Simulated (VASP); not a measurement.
Set up this calculation in VASP 6.6.1, as the native input.

- Task: single point
- Functional: LDA
- Potentials or basis: VASP PAW LDA potentials, release 64 (Zr_sv, B)
- Cutoff: 520 eV
- k mesh: 15 × 15 × 12
- Occupations: gaussian, width 0.15 eV
- Spin: no spin polarisation
- Dipole correction: no
- Further INCAR settings: ALGO = Normal; EDIFF = 1e-06; NBANDS = 16

The structure of ZrB2 lies in POSCAR:

```
ZrB2
1.0
    3.1012000000      0.0000000000      0.0000000000
   -1.5506000000      2.6857179822      0.0000000000
    0.0000000000      0.0000000000      3.6052000000
Zr B
1 2
Direct
    0.0000000000      0.0000000000      0.0000000000
    0.3333333333      0.6666666667      0.5000000000
    0.6666666667      0.3333333333      0.5000000000
```

One way to write it, as run:

INCAR

```
SYSTEM = ZrB2
PREC = Accurate
ENCUT = 520
EDIFF = 1E-6
ISMEAR = 0
SIGMA = 0.15
LREAL = .False.
LASPH = .True.
NELM = 100
ALGO = Normal
ISIF = 2
LWAVE = .False.
LCHARG = .False.
GGA = CA
NBANDS = 16
```

KPOINTS

```
Automatic mesh
0
Gamma
  15 15 12
  0 0 0
```

Potentials or basis: VASP PAW LDA potentials, release 64 (Zr_sv, B).

Command:

```bash
$ cat potpaw_LDA.64/Zr_sv/POTCAR potpaw_LDA.64/B/POTCAR > POTCAR
$ mpirun -np 1 vasp_std > vasp.out
```

Results of the run:

```
Pressure               : -2.0 GPa
Band gap on the k mesh : zero (bands 9 and 10 overlap by 1.12 eV)
```

Wall time 78 s on 1 thread of Intel Xeon 8259CL, on a shared host, peak memory 0.2 GiB.
